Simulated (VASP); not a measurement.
Write the native input for VASP 6.6.1 that does the following.

| Item | Value |
| --- | --- |
| Task | single point |
| Functional | HSE06 |
| Potentials or basis | VASP PAW PBE potentials, release 64 (Ca_sv, Se) |
| Cutoff | 520 eV |
| k mesh | 6 × 6 × 6 |
| Occupations | gaussian, width 0.01 eV |
| Spin | no spin polarisation |
| Dipole correction | no |
| Grid for exact exchange (PRECFOCK) | Normal |
| Further INCAR settings | ALGO = Normal; EDIFF = 1e-06; NBANDS = 15 |
| Share of exact exchange | 0.25 |
| Screening parameter | 0.2079 1/Å |

The system is CaSe.

```
Ca Se
1.0
     0.00000    2.96754    2.96754
     2.96754    0.00000    2.96754
     2.96754    2.96754    0.00000
Ca Se
1 1
Direct
  0.00000 0.00000 0.00000
  0.50000 0.50000 0.50000
```

One way to write it, as run:

POSCAR

```
CaSe
1.0
    0.0000000000      2.9675351122      2.9675351122
    2.9675351122      0.0000000000      2.9675351122
    2.9675351122      2.9675351122      0.0000000000
Ca Se
1 1
Direct
    0.0000000000      0.0000000000      0.0000000000
    0.5000000000      0.5000000000      0.5000000000
```

INCAR.step1

```
SYSTEM = CaSe
  PREC = Accurate
  ENCUT = 520
  EDIFF = 1E-5
  ISMEAR = 0
  SIGMA = 0.01
  LREAL = .FALSE.
  LASPH = .TRUE.
  NELM = 80
  ALGO = Normal
  ISIF = 2
  LWAVE = .TRUE.
  GGA = PE
  NBANDS = 15
```

INCAR.step2

```
SYSTEM = CaSe
  PREC = Accurate
  ENCUT = 520
  EDIFF = 1E-6
  ISMEAR = 0
  SIGMA = 0.01
  LREAL = .FALSE.
  LASPH = .TRUE.
  NELM = 80
  ALGO = Normal
  ISIF = 2
  LWAVE = .FALSE.
  LCHARG = .TRUE.
  GGA = PE
  LHFCALC = .TRUE.
  HFSCREEN = 0.2079
  PRECFOCK = Normal
  LELF = .TRUE.
  LVHAR = .TRUE.
  ISTART = 1
  NBANDS = 15
```

KPOINTS

```
Automatic mesh
0
G
  6 6 6
  0 0 0
```

Potentials or basis: VASP PAW PBE potentials, release 64 (Ca_sv, Se).

Command:

```sh
$ cat potpaw_PBE.64/Ca_sv/POTCAR potpaw_PBE.64/Se/POTCAR > POTCAR
$ cp INCAR.step1 INCAR
$ mpirun -np 1 vasp_std > vasp.out
$ cp INCAR.step2 INCAR
$ mpirun -np 1 vasp_std > vasp.out
```

It gave:

```
Pressure               : 0.2 GPa
Band gap on the k mesh : 3.01 eV (least direct gap 4.04 eV)
```

Caveat: the PAW data sets were made with another functional, which shifts forces and pressure a little.

Run time: 39 min on 1 thread of Intel(R) Xeon(R) Platinum 8259CL CPU @ 2.50GHz (Skylake/Cascade Lake), with other jobs on the host, peak memory 0.3 GiB.
